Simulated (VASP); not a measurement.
Set up this calculation in VASP 6.6.1, as the native input.

```yaml
Task: single point
Functional: PBE
Potentials_or_basis: VASP PAW PBE potentials, release 64 (Hf_pv, N)
Cutoff: 520 eV
k_mesh: 14 × 14 × 14
Occupations: fermi-dirac, width 0.08 eV
Spin: no spin polarisation
Dipole_correction: no
Further_INCAR_settings: ALGO = Normal; EDIFF = 1e-06; NBANDS = 14
```

The structure of HfN (zincblende type) lies in POSCAR:

```
HfN
1.0
    0.0000000000      2.0138118368      2.0138118368
    2.0138118368      0.0000000000      2.0138118368
    2.0138118368      2.0138118368      0.0000000000
Hf N
1 1
Direct
    0.0000000000      0.0000000000      0.0000000000
    0.2500000000      0.2500000000      0.2500000000
```

This cell differs from its parent crystal: volume scaled by 0.55.

One way to write it, as run:

INCAR

```
SYSTEM = HfN
ALGO     = Normal         ! electronic algorithm
EDIFF    = 1E-6           ! SCF threshold, eV
ENCUT    = 520            ! plane-wave cutoff, eV
GGA      = PE             ! functional
ISIF     = 2              ! what is computed and relaxed
ISMEAR   = -1             ! smearing method
LASPH    = .TRUE.         ! aspherical terms in the spheres
LCHARG   = .FALSE.        ! write CHGCAR
LREAL    = .FALSE.        ! projectors in reciprocal space
LWAVE    = .FALSE.        ! write WAVECAR
NBANDS   = 14             ! bands
NELM     = 100            ! most SCF steps
PREC     = Accurate       ! precision mode
SIGMA    = 0.08           ! smearing width, eV
```

KPOINTS

```
k-points
0
G
  14 14 14
  0 0 0
```

Potentials or basis: VASP PAW PBE potentials, release 64 (Hf_pv, N).

Command:

```sh
$ cat potpaw_PBE.64/Hf_pv/POTCAR potpaw_PBE.64/N/POTCAR > POTCAR
$ mpirun -np 1 vasp_std > vasp.out
```

Results of the run:

- Pressure: 372.9 GPa

Run time: 12 s on 1 thread of Intel Xeon 6975P-C, with other jobs on the host, peak memory 0.16 GiB.
